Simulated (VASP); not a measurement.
# ZrSe3 in VASP: single point with r2SCAN+rVV10

Aim: the single point of ZrSe3 with r2SCAN+rVV10.

Everything below comes from runs of VASP 6.6.1. Logs are shortened: lines on timing, memory, paths and dates and some standing lists are left out, and cuts for length are marked.

### Step 1. The cell of the first run

The typed cell holds 8 atoms: a = 5.671 Å, b = 5.671 Å, c = 5.904 Å, α = 90.00°, β = 90.00°, γ = 108.03°.

### Step 2. Single point, r2SCAN+rVV10

POSCAR reads:

```
ZrSe3
1.0
    3.2858371543     -4.5887722785      0.5535403101
    3.2858371543      4.5887722785      0.5535403101
   -0.9810110999      0.0000000000      5.8222718953
Zr Se
2 6
Direct
    0.7500236546      0.2499763454      0.0000000000
    0.2499763454      0.7500236546      0.0000000000
    0.7499963248      0.7499963248      0.8832930411
    0.2500036752      0.2500036752      0.1167069589
    0.5859236927      0.9140568232      0.3412245471
    0.0859431768      0.4140763073      0.6587754529
    0.4140763073      0.0859431768      0.6587754529
    0.9140568232      0.5859236927      0.3412245471
```

INCAR.step1 reads:

```
ALGO     = Normal         # electronic algorithm
EDIFF    = 1E-4           # SCF threshold, eV
ENCUT    = 520            # plane-wave cutoff, eV
GGA      = PE             # functional
ISMEAR   = -1             # smearing method
LASPH    = T              # aspherical terms in the spheres
LCHARG   = F              # write CHGCAR
LREAL    = F              # projectors in reciprocal space
LWAVE    = T              # write WAVECAR
NBANDS   = 40             # bands
NELM     = 60             # most SCF steps
PREC     = Accurate       # precision mode
SIGMA    = 0.03           # smearing width, eV
```

INCAR.step2 reads:

```
ALGO     = Normal         # electronic algorithm
BPARAM   = 11.95        
CPARAM   = 0.0093       
EDIFF    = 1E-6           # SCF threshold, eV
ENCUT    = 520            # plane-wave cutoff, eV
ISIF     = 2              # what is computed and relaxed
ISMEAR   = -1             # smearing method
ISTART   = 1            
IVDW_NL  = 2            
LASPH    = T              # aspherical terms in the spheres
LCHARG   = T              # write CHGCAR
LELF     = T              # ELF
LMIXTAU  = T            
LREAL    = F              # projectors in reciprocal space
LUSE_VDW = T            
LVHAR    = T            
LWAVE    = F              # write WAVECAR
METAGGA  = R2SCAN         # meta-GGA
NBANDS   = 40             # bands
NELM     = 60             # most SCF steps
PREC     = Accurate       # precision mode
SIGMA    = 0.03           # smearing width, eV
```

KPOINTS reads:

```
k-points
0
Gamma
  4 4 4
```

Potentials or basis: VASP PAW PBE potentials, release 64 (Zr_sv, Se).

Run with:

```
cat potpaw_PBE.64/Zr_sv/POTCAR potpaw_PBE.64/Se/POTCAR > POTCAR
cp INCAR.step1 INCAR
mpirun -np 1 vasp_std > vasp.out
cp INCAR.step2 INCAR
mpirun -np 1 vasp_std > vasp.out
```

OUTCAR:

```text
BPARAM = 11.95
   EDIFF = 1E-6
   ENCUT = 520
   ISIF = 2
   ISMEAR = -1
   ISTART = 1
   IVDW_NL = 2
   LASPH = T
   LREAL = F
   METAGGA = R2SCAN
   NELM = 60
   PREC = Accurate

 ion  position               nearest neighbor table
   1  0.750  0.250  0.000-   7 2.73   8 2.73   5 2.73   6 2.73   3 2.92   4 2.92   3 2.92   4 2.92
                             2 3.33   2 3.33
   2  0.250  0.750  0.000-   5 2.73   6 2.73   7 2.73   8 2.73   3 2.92   4 2.92   3 2.92   4 2.92
                             1 3.33   1 3.33
   3  0.750  0.750  0.883-   1 2.92   2 2.92   1 2.92   2 2.92
   4  0.250  0.250  0.117-   1 2.92   2 2.92   1 2.92   2 2.92
   5  0.586  0.914  0.341-   7 2.45   2 2.73   1 2.73
   6  0.086  0.414  0.659-   8 2.45   2 2.73   1 2.73
   7  0.414  0.086  0.659-   5 2.45   1 2.73   2 2.73
   8  0.914  0.586  0.341-   6 2.45   1 2.73   2 2.73

  LATTYP: Found a simple monoclinic cell.
 ALAT       =     9.1775445570
 B/A-ratio  =     0.6433463907
 C/A-ratio  =     1.5433157180
 COS(beta)  =    -0.9719333397

  Lattice vectors:

 A1 = (   0.0000000000,   9.1775445570,   0.0000000000)
 A2 = (  -0.9810110999,   0.0000000000,   5.8222718953)
 A3 = (   3.2858371543, -13.7663168355,   0.5535403101)

Analysis of symmetry for initial positions (statically):
=====================================================================
 Subroutine PRICEL returns:
 Original cell was already a primitive cell.

 Routine SETGRP: Setting up the symmetry group for a
 simple monoclinic supercell.

 Subroutine GETGRP returns: Found  2 space group operations
 (whereof  2 operations were pure point group operations)
 out of a pool of  4 trial point group operations.

The static configuration has the point symmetry S_2 .

Analysis of symmetry for dynamics (positions and initial velocities):
=====================================================================
 Subroutine PRICEL returns:
 Original cell was already a primitive cell.

 Routine SETGRP: Setting up the symmetry group for a
 simple monoclinic supercell.

 Subroutine GETGRP returns: Found  2 space group operations
 (whereof  2 operations were pure point group operations)
 out of a pool of  4 trial point group operations.

The dynamic configuration has the point symmetry S_2 .

 Subroutine INISYM returns: Found  2 space group operations
 (whereof  2 operations are pure point group operations),
 and found     1 'primitive' translations

----------------------------------------------------------------------------------------

                                     Primitive cell

  volume of cell :     180.5596

  direct lattice vectors                    reciprocal lattice vectors
     3.285837154 -4.588772278  0.553540310     0.147968187 -0.108961607  0.024931579
     3.285837154  4.588772278  0.553540310     0.147968187  0.108961607  0.024931579
    -0.981011100  0.000000000  5.822271895    -0.028135531  0.000000000  0.167013624

  length of vectors
     5.670975551  5.670975551  5.904340166     0.185442173  0.185442173  0.169366936

  position of ions in fractional coordinates (direct lattice)
     0.750023655  0.249976345  0.000000000
     0.249976345  0.750023655  0.000000000
     0.749996325  0.749996325  0.883293041
     0.250003675  0.250003675  0.116706959
     0.585923693  0.914056823  0.341224547
     0.085943177  0.414076307  0.658775453
     0.414076307  0.085943177  0.658775453
     0.914056823  0.585923693  0.341224547

  ion indices of the primitive-cell ions
   primitive index   ion index
                 1           1
                 2           2
                 3           3
                 4           4
                 5           5
                 6           6
                 7           7
                 8           8

----------------------------------------------------------------------------------------

 KPOINTS: k-points

Automatic generation of k-mesh.
 Grid dimensions read from file:
 generate k-points for:    4    4    4

 Generating k-lattice:

  Cartesian coordinates                     Fractional coordinates (reciprocal lattice)
     0.036992047 -0.027240402  0.006232895     0.250000000 -0.000000000  0.000000000
     0.036992047  0.027240402  0.006232895    -0.000000000  0.250000000  0.000000000
    -0.007033883  0.000000000  0.041753406     0.000000000  0.000000000  0.250000000

  Length of vectors
     0.046360543  0.046360543  0.042341734

  Shift w.r.t. Gamma in fractional coordinates (k-lattice)
     0.000000000  0.000000000  0.000000000

 Subroutine IBZKPT returns following result:
 ===========================================

 Found     36 irreducible k-points:

 Following reciprocal coordinates:
            Coordinates               Weight
  0.000000  0.000000  0.000000      1.000000
  0.250000 -0.000000 -0.000000      2.000000
  0.000000 -0.250000  0.000000      2.000000
  0.500000 -0.000000 -0.000000      1.000000
 -0.000000  0.500000 -0.000000      1.000000
  0.250000  0.250000 -0.000000      2.000000
[... 16 lines left out ...]
  0.500000  0.500000  0.250000      2.000000
 -0.250000  0.500000  0.250000      2.000000
 [... further k-points ...]
   k-points           NKPTS =     36   k-points in BZ     NKDIM =     36   number of bands    NBANDS=     40
   number of dos      NEDOS =    301   number of ions     NIONS =      8
   total plane-waves  NPLWV =  84672
   dimension x,y,z NGX =    42 NGY =   42 NGZ =   48
   dimension x,y,z NGXF=    84 NGYF=   84 NGZF=   96
   ions per type =               2   6
   NGX,Y,Z   is equivalent  to a cutoff of  12.31, 12.31, 13.52 a.u.
   NGXF,Y,Z  is equivalent  to a cutoff of  24.62, 24.62, 27.03 a.u.
 SYSTEM =  unknown system
   PREC   = accura    normal or accurate (medium, high low for compatibility)
   ISTART =      1    job   : 0-new  1-cont  2-samecut
   ICHARG =      0    charge: 1-file 2-atom 10-const
   ISPIN  =      1    spin polarized calculation?
   LNONCOLLINEAR =      F non collinear calculations
   LSORBIT =      F    spin-orbit coupling
   LASPH  =      T    aspherical Exc in radial PAW
   ENCUT  =  520.0 eV  38.22 Ry    6.18 a.u.  10.54 10.54 10.98*2*pi/ulx,y,z
   NELM   =     60;   NELMIN=  2; NELMDL=  0     # of ELM steps
   EDIFF  = 0.1E-05   stopping-criterion for ELM
   LREAL  =      F    real-space projection
   EDIFFG = 0.1E-04   stopping-criterion for IOM
   NSW    =      0    number of steps for IOM
   IBRION =     -1    ionic relax: 0-MD 1-quasi-New 2-CG
   NFREE  =      0    steps in history (QN), initial steepest desc. (CG)
   ISIF   =      2    stress and relaxation
   ISYM   =      2    0-nonsym 1-usesym 2-fastsym
   POTIM  = 0.5000    time-step for ionic-motion
   TEBEG  =    0.0;   TEEND  =   0.0 temperature during run
   PSTRESS=    0.0 pullay stress
   NELECT =      60.0000    total number of electrons
   NUPDOWN=      -1.0000    fix difference up-down
   EMIN   =  10.00;   EMAX   =-10.00  energy-range for DOS
   EFERMI =   0.00;   METHOD = LEGACY
   ISMEAR =    -1;   SIGMA  =   0.03  broadening in eV -4-tet -1-fermi 0-gaus
   EFERMI_NEDOS =   21; number of points for ismear=-14 and -15
   IALGO  =     38    algorithm
   IMIX   =      4    mixing-type and parameters
     AMIX     =   0.40;   BMIX     =  1.00
     AMIX_MAG =   1.60;   BMIX_MAG =  1.00
  volume/ion in A,a.u.               =      22.57       152.31
  Fermi-wavevector in a.u.,A,eV,Ry     =   1.133927  2.142811 17.494236  1.285790
  Thomas-Fermi vector in A             =   2.270630
   LORBIT       =      0    0 simple, 1 ext, 2 COOP (PROOUT), +10 PAW based schemes
   METAGGA = R2SCAN    functional components
   LHFCALC =     F    Hartree Fock is set to
   AEXX    =    0.0000 exact exchange contribution
   IVDW_NL    =     2    kernel type
   BPARAM     =11.9500
   IVDW    =     0    specifies the selected vdW correction
   LEPSILON=     F    determine dielectric tensor
   LRPA    =     F    only Hartree local field effects (RPA)
 non-spin polarized calculation
  energy-cutoff  :      520.00
  volume of cell :      180.56
 maximum number of plane-waves:      4892
   NGX = 21   NGY = 21   NGZ = 21

 number of electron      60.0000002 magnetization

 Free energy of the ion-electron system (eV)
  ---------------------------------------------------
  ext. energy  EPLUGINS =         0.00000000
  ---------------------------------------------------
  free energy    TOTEN  =      -138.15963903 eV

  energy without entropy =     -138.15732071  energy(sigma->0) =     -138.15847987

 E-fermi :   5.3516     XC(G=0): -10.6744

 val. band max:        5.2765168551   @ k =  -0.2500   0.2500   0.5000
 cond. band min:       5.3987890910   @ k =   0.2500   0.2500   0.5000
 fundamental gap:      0.1222722359
 Fermi energy:         5.3516274707

 k-point     1 :       0.0000    0.0000    0.0000
  band No.  band energies     occupation
      1     -45.9546      2.00000
      2     -45.9222      2.00000
      3     -23.5039      2.00000
      4     -23.3090      2.00000
      5     -23.2746      2.00000
      6     -23.2711      2.00000
[... 32 lines left out ...]
     39       8.7223      0.00000
     40       8.8615      0.00000

 k-point     2 :       0.2500   -0.0000   -0.0000
  band No.  band energies     occupation
      1     -45.9499      2.00000
      2     -45.9270      2.00000
      3     -23.4475      2.00000
      4     -23.3048      2.00000
      5     -23.2784      2.00000
      6     -23.2635      2.00000
[... 32 lines left out ...]
     39       8.7577      0.00000
     40       9.3330      0.00000

 k-point     3 :       0.0000   -0.2500    0.0000
  band No.  band energies     occupation
      1     -45.9499      2.00000
      2     -45.9270      2.00000
      3     -23.4475      2.00000
      4     -23.3048      2.00000
      5     -23.2784      2.00000
      6     -23.2635      2.00000
[... 853 lines left out ...]
  band No.  band energies     occupation
      1     -45.9542      2.00000
      2     -45.9226      2.00000
      3     -23.5103      2.00000
      4     -23.3336      2.00000
      5     -23.2736      2.00000
      6     -23.2556      2.00000
[... 32 lines left out ...]
     39       9.4195      0.00000
     40       9.4527      0.00000

 k-point    24 :      -0.2500    0.5000    0.2500
  band No.  band energies     occupation
      1     -45.9496      2.00000
      2     -45.9272      2.00000
      3     -23.4515      2.00000
      4     -23.3212      2.00000
      5     -23.2680      2.00000
      6     -23.2616      2.00000
[... 32 lines left out ...]
     39       9.0122      0.00000
     40       9.2467      0.00000

 [... further k-points ...]

------------------------ aborting loop because EDIFF is reached ----------------------------------------

  FORCE on cell =-STRESS in cart. coord.  units (eV):
  Direction    XX          YY          ZZ          XY          YZ          ZX
  --------------------------------------------------------------------------------------
  -------------------------------------------------------------------------------------
  Total        0.2452972      0.2461939      0.2671048      0.0000001      0.0000027     -0.0033380
  in kB        2.1766199      2.1845761      2.3701273      0.0000005      0.0000235     -0.0296191
  external PRESSURE =       2.2437745 kB  Pullay stress =       0.0000000 kB

 VOLUME and BASIS-vectors are now :
 -----------------------------------------------------------------------------
  energy-cutoff  :      520.00
  volume of cell :      180.56
      direct lattice vectors                 reciprocal lattice vectors
     3.285837154 -4.588772278  0.553540310     0.147968187 -0.108961607  0.024931579
     3.285837154  4.588772278  0.553540310     0.147968187  0.108961607  0.024931579
    -0.981011100  0.000000000  5.822271895    -0.028135531  0.000000000  0.167013624

 POSITION                                       TOTAL-FORCE (eV/Angst)
 -----------------------------------------------------------------------------------
      3.28584     -2.29460      0.55354         0.000001      0.000270      0.000001
      3.28584      2.29460      0.55354        -0.000001     -0.000270     -0.000001
      4.06221      0.00000      5.97308         0.000413     -0.000000     -0.003249
      1.52845      0.00000      0.95627        -0.000413      0.000000      0.003249
      4.59395      1.50573      2.81700        -0.000119     -0.015738      0.000962
      0.99672      1.50573      4.11235         0.000119     -0.015735     -0.000961
      0.99672     -1.50573      4.11235         0.000119      0.015738     -0.000962
      4.59395     -1.50573      2.81700        -0.000119      0.015735      0.000961
 -----------------------------------------------------------------------------------
    total drift:                                0.000000      0.000000     -0.000000

  FREE ENERGIE OF THE ION-ELECTRON SYSTEM (eV)
  ---------------------------------------------------
  free  energy   TOTEN  =      -138.1596390294 eV

  energy  without entropy=     -138.1573207065  energy(sigma->0) =     -138.15847987
```

Run time: 12 min. Hardware: 1 thread of Intel Xeon Platinum 8375C at 2.90GHz (Ice Lake), shared host; peak memory 0.74 GiB.

What came out:

| Property | Result |
| --- | --- |
| Free energy | -138.1596 eV |
| Pressure | 0.2 GPa |
| Largest force | 0.016 eV/Å |
| Band gap on the k mesh | zero (bands 30 and 31 overlap by 0.12 eV) |

Forces in eV/Å, atoms in the order of the input:
```
Zr   0.000  0.000  0.000
Zr   0.000  0.000  0.000
Se   0.000  0.000 -0.003
Se   0.000  0.000  0.003
Se   0.000 -0.016  0.001
Se   0.000 -0.016 -0.001
Se   0.000  0.016 -0.001
Se   0.000  0.016  0.001
```

Levels at points of the mesh, in eV from the Fermi level:
```
           k point  band 26  band 27  band 28  band 29  band 30  band 31  band 32  band 33  band 34  band 35
(0.00, 0.00, 0.00)    -1.74    -1.63    -1.63    -1.12    -0.18     0.86     1.50     1.81     1.96     2.57
(0.50, 0.00, 0.00)    -1.93    -1.47    -1.47    -0.46    -0.46     1.50     1.50     2.08     2.08     2.33
(0.00, 0.50, 0.00)    -1.93    -1.47    -1.47    -0.46    -0.46     1.50     1.50     2.08     2.08     2.33
(0.50, 0.50, 0.00)    -1.74    -1.66    -1.56    -1.07    -0.48     0.37     1.81     2.12     2.23     2.78
(0.00, 0.00, 0.50)    -2.18    -1.08    -0.76    -0.62    -0.20     0.35     0.63     1.50     1.74     1.79
(0.50, 0.00, 0.50)    -1.86    -1.56    -1.56    -1.15    -1.15     1.30     1.30     1.65     1.65     2.13
(0.00, 0.50, 0.50)    -1.86    -1.56    -1.56    -1.15    -1.15     1.30     1.30     1.65     1.65     2.13
(0.50, 0.50, 0.50)    -1.77    -1.68    -1.52    -1.43    -0.31     0.32     1.39     2.53     2.91     2.98
```

Caveat: the PAW data sets were made with another functional, which shifts forces and pressure a little.
